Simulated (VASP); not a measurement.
# AlGe2Os2 (I4/mmm) in VASP: single point with r2SCAN

Aim: the single point of AlGe2Os2 with r2SCAN.

All numbers are computed with VASP 6.6.1; they aren't measurements. Logs are shortened: lines on timing, memory, paths and dates and some standing lists are left out, and cuts for length are marked.

**1. The cell of the first run**

The structure is tetragonal, space group I4/mmm (No. 139). The conventional cell has a = 3.981 Å, b = 3.981 Å, c = 9.289 Å, α = 90.00°, β = 90.00°, γ = 90.00°. Within 3.1 Å of Ge (site symmetry 4mm) lie 4 Os at 2.30 Å and 1 Ge at 2.32 Å and 4 Al at 3.05 Å. Within 4.0 Å of Al (site symmetry 4/mmm) lie 10 Ge at 3.05 to 3.48 Å and 8 Os at 3.06 Å and 4 Al at 3.98 Å. Within 3.1 Å of Os (site symmetry -4m2) lie 4 Ge at 2.30 Å and 4 Os at 2.82 Å and 4 Al at 3.06 Å.

**2. Single point, r2SCAN**

POSCAR reads:

```
AlGe2Os2
1.0
    0.0000000000      3.9811873500      0.0000000000
    3.9811873500      0.0000000000      0.0000000000
    1.9905936700      1.9905936700     -4.6447182400
Ge Al Os
2 1 2
Direct
    0.3750000000      0.3750000000      0.2500000000
    0.6250000000      0.6250000000      0.7500000000
    0.0000000000      0.0000000000      0.0000000000
    0.7500000000      0.2500000000      0.5000000000
    0.2500000000      0.7500000000      0.5000000000
```

INCAR.step1 reads:

```
SYSTEM = AlGe2Os2
ALGO = Normal
EDIFF = 1E-4
ENCUT = 520
GGA = PE
ISMEAR = -5
LASPH = .TRUE.
LCHARG = .FALSE.
LMAXMIX = 4
LREAL = .FALSE.
LWAVE = .TRUE.
NELM = 100
PREC = Accurate
SIGMA = 0.0693
```

INCAR.step2 reads:

```
SYSTEM = AlGe2Os2
ALGO = Normal
EDIFF = 1E-6
ENCUT = 520
ISIF = 2
ISMEAR = -1
ISTART = 1
LASPH = .TRUE.
LCHARG = .FALSE.
LMAXMIX = 4
LMIXTAU = .TRUE.
LORBIT = 11
LREAL = .FALSE.
LWAVE = .FALSE.
METAGGA = R2SCAN
NELM = 100
PREC = Accurate
SIGMA = 0.0693
```

KPOINTS reads:

```
k-points
0
G
  9 9 9
  0 0 0
```

Potentials or basis: VASP PAW PBE potentials, release 64 (Ge_d, Al, Os).

The run is started by

```console
$ cat potpaw_PBE.64/Ge_d/POTCAR potpaw_PBE.64/Al/POTCAR potpaw_PBE.64/Os/POTCAR > POTCAR
$ cp INCAR.step1 INCAR
$ mpirun -np 1 vasp_std > vasp.out
$ cp INCAR.step2 INCAR
$ mpirun -np 1 vasp_std > vasp.out
```

OUTCAR:

```text
SYSTEM = AlGe2Os2
   EDIFF = 1E-6
   ENCUT = 520
   ISIF = 2
   ISMEAR = -1
   ISTART = 1
   LASPH = .TRUE.
   LORBIT = 11
   LREAL = .FALSE.
   METAGGA = R2SCAN
   NELM = 100
   PREC = Accurate

 ion  position               nearest neighbor table
   1  0.375  0.375  0.250-   4 2.30   5 2.30   5 2.30   4 2.30   2 2.32   3 3.05   3 3.05   3 3.05
                             3 3.05
   2  0.625  0.625  0.750-   4 2.30   5 2.30   5 2.30   4 2.30   1 2.32   3 3.05   3 3.05   3 3.05
                             3 3.05
   3  0.000  0.000  0.000-   1 3.05   2 3.05   2 3.05   2 3.05   1 3.05   1 3.05   2 3.05   1 3.05
                             5 3.06   4 3.06   5 3.06   4 3.06   4 3.06   5 3.06   5 3.06   4 3.06
   4  0.750  0.250  0.500-   1 2.30   2 2.30   1 2.30   2 2.30   5 2.82   5 2.82   5 2.82   5 2.82
                             3 3.06   3 3.06   3 3.06   3 3.06
   5  0.250  0.750  0.500-   1 2.30   2 2.30   1 2.30   2 2.30   4 2.82   4 2.82   4 2.82   4 2.82
                             3 3.06   3 3.06   3 3.06   3 3.06

  LATTYP: Found a body centered tetragonal cell.
 ALAT       =     3.9811873500
 C/A-ratio  =     2.3333331650

  Lattice vectors:

 A1 = (  -1.9905936700,   1.9905936800,   4.6447182400)
 A2 = (   1.9905936800,  -1.9905936700,   4.6447182400)
 A3 = (   1.9905936700,   1.9905936700,  -4.6447182400)

Analysis of symmetry for initial positions (statically):
=====================================================================
 Subroutine PRICEL returns:
 Original cell was already a primitive cell.

 Routine SETGRP: Setting up the symmetry group for a
 body centered tetragonal supercell.

 Subroutine GETGRP returns: Found 16 space group operations
 (whereof 16 operations were pure point group operations)
 out of a pool of 16 trial point group operations.

The static configuration has the point symmetry D_4h.

Analysis of symmetry for dynamics (positions and initial velocities):
=====================================================================
 Subroutine PRICEL returns:
 Original cell was already a primitive cell.

 Routine SETGRP: Setting up the symmetry group for a
 body centered tetragonal supercell.

 Subroutine GETGRP returns: Found 16 space group operations
 (whereof 16 operations were pure point group operations)
 out of a pool of 16 trial point group operations.

The dynamic configuration has the point symmetry D_4h.

 Subroutine INISYM returns: Found 16 space group operations
 (whereof 16 operations are pure point group operations),
 and found     1 'primitive' translations

----------------------------------------------------------------------------------------

                                     Primitive cell

  volume of cell :      73.6181

  direct lattice vectors                    reciprocal lattice vectors
     0.000000000  3.981187350  0.000000000     0.000000000  0.251181347  0.107649156
     3.981187350  0.000000000  0.000000000     0.251181347  0.000000000  0.107649156
     1.990593670  1.990593670 -4.644718240     0.000000000  0.000000000 -0.215298313

  length of vectors
     3.981187350  3.981187350  5.431236862     0.273277166  0.273277166  0.215298313

  position of ions in fractional coordinates (direct lattice)
     0.375000000  0.375000000  0.250000000
     0.625000000  0.625000000  0.750000000
     0.000000000  0.000000000  0.000000000
     0.750000000  0.250000000  0.500000000
     0.250000000  0.750000000  0.500000000

  ion indices of the primitive-cell ions
   primitive index   ion index
                 1           1
                 2           2
                 3           3
                 4           4
                 5           5

----------------------------------------------------------------------------------------

 KPOINTS: k-points

Automatic generation of k-mesh.
 Grid dimensions read from file:
 generate k-points for:    9    9    9

 Generating k-lattice:

  Cartesian coordinates                     Fractional coordinates (reciprocal lattice)
     0.000000000  0.027909039  0.011961017     0.111111111  0.000000000 -0.000000000
     0.027909039  0.000000000  0.011961017     0.000000000  0.111111111 -0.000000000
     0.000000000  0.000000000 -0.023922035     0.000000000  0.000000000  0.111111111

  Length of vectors
     0.030364130  0.030364130  0.023922035

  Shift w.r.t. Gamma in fractional coordinates (k-lattice)
     0.000000000  0.000000000  0.000000000

 Subroutine IBZKPT returns following result:
 ===========================================

 Found     75 irreducible k-points:

 Following reciprocal coordinates:
            Coordinates               Weight
  0.000000  0.000000  0.000000      1.000000
  0.111111  0.000000 -0.000000      8.000000
  0.222222  0.000000 -0.000000      8.000000
  0.333333  0.000000  0.000000      8.000000
  0.444444  0.000000 -0.000000      8.000000
  0.111111  0.111111 -0.000000      8.000000
[... 16 lines left out ...]
 -0.333333  0.333333  0.000000      4.000000
  0.444444  0.444444 -0.000000      8.000000
 [... further k-points ...]
   k-points           NKPTS =     75   k-points in BZ     NKDIM =     75   number of bands    NBANDS=     28
   number of dos      NEDOS =    301   number of ions     NIONS =      5
   total plane-waves  NPLWV =  36000
   dimension x,y,z NGX =    30 NGY =   30 NGZ =   40
   dimension x,y,z NGXF=    60 NGYF=   60 NGZF=   80
   ions per type =               2   1   2
   NGX,Y,Z   is equivalent  to a cutoff of  12.53, 12.53, 12.24 a.u.
   NGXF,Y,Z  is equivalent  to a cutoff of  25.05, 25.05, 24.49 a.u.
 SYSTEM =  AlGe2Os2
   PREC   = accura    normal or accurate (medium, high low for compatibility)
   ISTART =      1    job   : 0-new  1-cont  2-samecut
   ICHARG =      0    charge: 1-file 2-atom 10-const
   ISPIN  =      1    spin polarized calculation?
   LNONCOLLINEAR =      F non collinear calculations
   LSORBIT =      F    spin-orbit coupling
   LASPH  =      T    aspherical Exc in radial PAW
   ENCUT  =  520.0 eV  38.22 Ry    6.18 a.u.   7.40  7.40 10.10*2*pi/ulx,y,z
   NELM   =    100;   NELMIN=  2; NELMDL=  0     # of ELM steps
   EDIFF  = 0.1E-05   stopping-criterion for ELM
   LREAL  =      F    real-space projection
   EDIFFG = 0.1E-04   stopping-criterion for IOM
   NSW    =      0    number of steps for IOM
   IBRION =     -1    ionic relax: 0-MD 1-quasi-New 2-CG
   NFREE  =      0    steps in history (QN), initial steepest desc. (CG)
   ISIF   =      2    stress and relaxation
   ISYM   =      2    0-nonsym 1-usesym 2-fastsym
   POTIM  = 0.5000    time-step for ionic-motion
   TEBEG  =    0.0;   TEEND  =   0.0 temperature during run
   PSTRESS=    0.0 pullay stress
   NELECT =      47.0000    total number of electrons
   NUPDOWN=      -1.0000    fix difference up-down
   EMIN   =  10.00;   EMAX   =-10.00  energy-range for DOS
   EFERMI =   0.00;   METHOD = LEGACY
   ISMEAR =    -1;   SIGMA  =   0.07  broadening in eV -4-tet -1-fermi 0-gaus
   EFERMI_NEDOS =   21; number of points for ismear=-14 and -15
   IALGO  =     38    algorithm
   IMIX   =      4    mixing-type and parameters
     AMIX     =   0.40;   BMIX     =  1.00
     AMIX_MAG =   1.60;   BMIX_MAG =  1.00
  volume/ion in A,a.u.               =      14.72        99.36
  Fermi-wavevector in a.u.,A,eV,Ry     =   1.409654  2.663860 27.036476  1.987125
  Thomas-Fermi vector in A             =   2.531688
   LORBIT       =     11    0 simple, 1 ext, 2 COOP (PROOUT), +10 PAW based schemes
   METAGGA = R2SCAN    functional components
   LHFCALC =     F    Hartree Fock is set to
   AEXX    =    0.0000 exact exchange contribution
   IVDW    =     0    specifies the selected vdW correction
   LEPSILON=     F    determine dielectric tensor
   LRPA    =     F    only Hartree local field effects (RPA)
 non-spin polarized calculation
  energy-cutoff  :      520.00
  volume of cell :       73.62
 maximum number of plane-waves:      2013
 NGX is ok and might be reduce to    30
   NGX = 15   NGY = 15   NGZ = 21

 number of electron      46.9999974 magnetization

 Free energy of the ion-electron system (eV)
  ---------------------------------------------------
  ext. energy  EPLUGINS =         0.00000000
  ---------------------------------------------------
  free energy    TOTEN  =      -137.40658349 eV

  energy without entropy =     -137.35345292  energy(sigma->0) =     -137.38001821

 E-fermi :   8.9972     XC(G=0): -13.6078

 val. band max:        8.9910148648   @ k =   0.4444   0.0000   0.2222
 cond. band min:       9.0208645865   @ k =  -0.2222   0.1111   0.0000
 fundamental gap:      0.0298497216
 Fermi energy:         8.9972303349

 k-point     1 :       0.0000    0.0000    0.0000
  band No.  band energies     occupation
      1     -16.4242      2.00000
      2     -16.3154      2.00000
      3     -16.3154      2.00000
      4     -16.2675      2.00000
      5     -16.2639      2.00000
      6     -16.2394      2.00000
[... 20 lines left out ...]
     27      11.7708      0.00000
     28      12.1786      0.00000

 k-point     2 :       0.1111    0.0000   -0.0000
  band No.  band energies     occupation
      1     -16.4242      2.00000
      2     -16.3182      2.00000
      3     -16.3154      2.00000
      4     -16.2695      2.00000
      5     -16.2615      2.00000
      6     -16.2382      2.00000
[... 674 lines left out ...]
 k-point    24 :       0.4444    0.4444   -0.0000
  band No.  band energies     occupation
      1     -16.4243      2.00000
      2     -16.3455      2.00000
      3     -16.3340      2.00000
      4     -16.2694      2.00000
      5     -16.2493      2.00000
      6     -16.2264      2.00000
[... 20 lines left out ...]
     27      11.6476      0.00000
     28      12.2368      0.00000

 [... further k-points ...]

------------------------ aborting loop because EDIFF is reached ----------------------------------------

  FORCE on cell =-STRESS in cart. coord.  units (eV):
  Direction    XX          YY          ZZ          XY          YZ          ZX
  --------------------------------------------------------------------------------------
  -------------------------------------------------------------------------------------
  Total       20.9930862     20.9930862      7.9011122      0.0000000      0.0000000      0.0000000
  in kB      456.8801251    456.8801251    171.9547608      0.0000000      0.0000002      0.0000002
  external PRESSURE =     361.9050036 kB  Pullay stress =       0.0000000 kB

 VOLUME and BASIS-vectors are now :
 -----------------------------------------------------------------------------
  energy-cutoff  :      520.00
  volume of cell :       73.62
      direct lattice vectors                 reciprocal lattice vectors
     0.000000000  3.981187350  0.000000000     0.000000000  0.251181347  0.107649156
     3.981187350  0.000000000  0.000000000     0.251181347  0.000000000  0.107649156
     1.990593670  1.990593670 -4.644718240     0.000000000  0.000000000 -0.215298313

 POSITION                                       TOTAL-FORCE (eV/Angst)
 -----------------------------------------------------------------------------------
      1.99059      1.99059     -1.16118         0.000000      0.000000      3.261897
      3.98119      3.98119     -3.48354        -0.000000     -0.000000     -3.261897
      0.00000      0.00000      0.00000        -0.000000     -0.000000      0.000000
      1.99059      3.98119     -2.32236         0.000000     -0.000000      0.000000
      3.98119      1.99059     -2.32236        -0.000000      0.000000      0.000000
 -----------------------------------------------------------------------------------
    total drift:                               -0.000000      0.000000      0.000000

  FREE ENERGIE OF THE ION-ELECTRON SYSTEM (eV)
  ---------------------------------------------------
  free  energy   TOTEN  =      -137.4065834933 eV

  energy  without entropy=     -137.3534529208  energy(sigma->0) =     -137.38001821

 total charge

# of ion       s       p       d       tot
------------------------------------------
    1        1.121   1.577  10.253  12.951
    2        1.121   1.577  10.253  12.951
    3        0.383   0.263   0.000   0.646
    4        0.647   0.716   6.532   7.895
    5        0.647   0.716   6.532   7.895
--------------------------------------------------
tot          3.919   4.848  33.570  42.337
```

Run time: 7.7 min. Hardware: 1 thread of Intel Xeon Platinum 8375C at 2.90GHz (Ice Lake), shared host; peak memory 0.3 GiB.

Results:

| Item | Value |
| --- | --- |
| Free energy | -137.4066 eV |
| Pressure | 36.2 GPa |
| Largest force | 3.262 eV/Å |
| Band gap on the k mesh | zero (an odd number of electrons rules out a gap without spin polarisation) |
| Valence electrons inside the program's atomic spheres | Ge 12.95; Al 0.65; Os 7.89 |

Forces on the atoms (eV/Å):
```
Ge   0.000  0.000  3.262
Ge   0.000  0.000 -3.262
Al   0.000  0.000  0.000
Os   0.000  0.000  0.000
Os   0.000  0.000  0.000
```

Caveat: the stress differs along the axes, from 17 to 46 GPa; the PAW data sets were made with another functional, which shifts forces and pressure a little; spin-orbit coupling is left out, which moves the levels of the heavy elements.

The gap in the log of VASP goes by the Fermi energy; the results here count the filled bands.